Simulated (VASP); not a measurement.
H2CO: single point with PBE

The system is H2CO.

```xyz
32
Lattice="8.5925 0.0000 0.0000 0.0000 8.5925 0.0000 0.0000 0.0000 8.5925" Properties=species:S:1:pos:R:3 pbc="T T T"
O     2.4572    3.5365    6.9409
O     8.0902    8.2401    0.4499
O     7.9547    3.7412    2.0521
O     5.6331    4.0203    6.0637
O     5.8406    0.8788    2.0902
O     4.3743    5.2377    2.1641
O     1.8653    0.0733    5.9199
O     6.1297    7.3969    6.5687
C     2.7081    4.1810    5.9349
C     7.5666    7.2657    0.9766
C     8.6552    2.8172    1.6431
C     5.8931    3.4889    5.0141
C     5.0727    0.1657    1.4746
C     4.3741    4.2465    1.4996
C     1.0622    0.5757    6.6919
C     5.5346    7.1147    5.5699
H     2.6534    5.2938    5.9057
H     2.9751    3.6372    4.9241
H     6.5752    6.9318    0.5973
H     8.0051    6.6653    1.7925
H     9.4314    2.8800    0.8562
H     8.4922    1.7582    2.0575
H     5.8817    4.1148    4.0909
H     6.2196    2.3918    4.8342
H     3.9958    0.5704    1.2773
H     5.2274   -0.9416    1.2327
H     3.4581    3.6493    1.4832
H     5.1770    3.9155    0.8089
H    -0.0569    0.6204    6.4963
H     1.3813    1.0715    7.6559
H     5.8431    7.5517    4.6137
H     4.5866    6.5711    5.5047
```

* Program: VASP 6.6.1
* Task: single point
* Functional: PBE
* Potentials or basis: VASP PAW PBE potentials, release 64 (O_h, C_h, H_h)
* Cutoff: 1000 eV
* k mesh: 1 × 1 × 1
* Occupations: fermi-dirac, width 0.05 eV
* Spin: no spin polarisation

```json
{
  "Pressure": "-0.4 GPa",
  "Largest force": "2.071 eV/Å",
  "Band gap on the k mesh": "2.88 eV"
}
```

Forces on the atoms (eV/Å):
```
O    0.204  0.631 -0.727
O   -0.003 -0.857  0.805
O    1.070 -0.667 -0.698
O   -0.065 -0.435  0.748
O    0.051 -0.571 -0.456
O    0.637  1.551  0.973
O   -0.658  0.245  0.545
O    0.438 -0.139  1.235
C   -0.122 -1.327 -0.423
C    0.185  0.747 -1.186
C   -1.406 -0.588  1.196
C    0.628 -0.238 -1.180
C   -1.851  0.426  0.825
C   -0.490 -0.888 -1.118
C    0.122  0.185 -0.189
C   -0.461  0.815 -0.851
H    0.076 -0.055  0.005
H   -0.320  0.780  1.228
H    0.268 -0.347  0.009
H    0.285  0.036  0.217
H    0.098  0.478 -0.155
H    0.215  0.832 -0.342
H   -0.006 -0.282 -0.181
H   -0.404  0.880  0.597
H    1.084 -0.515 -0.232
H   -0.040  1.030  0.100
H   -0.438 -0.782 -0.089
H    0.319  0.123  0.140
H    0.633 -0.183 -0.021
H   -0.041 -0.313 -0.409
H    0.371  0.022 -0.748
H   -0.375 -0.592  0.379
```

Stress tensor (GPa, compression positive):
```
-0.07  0.55  0.38
 0.55 -1.09 -0.01
 0.38 -0.01 -0.18
```

Levels at points of the mesh, in eV from the valence-band top:
```csv
k point,band 46,band 47,band 48,band 49,band 50,band 51
"(0.00, 0.00, 0.00)",-0.33,-0.14,0.00,2.88,2.93,3.07
```

Run time: 2.2 min on 1 thread of Intel(R) Xeon(R) 6975P-C (Granite Rapids), on a shared host, peak memory 1.3 GiB.

Caveat: the k points lie up to 0.73 Å⁻¹ apart; the atoms stand as in a frame of molecular dynamics.
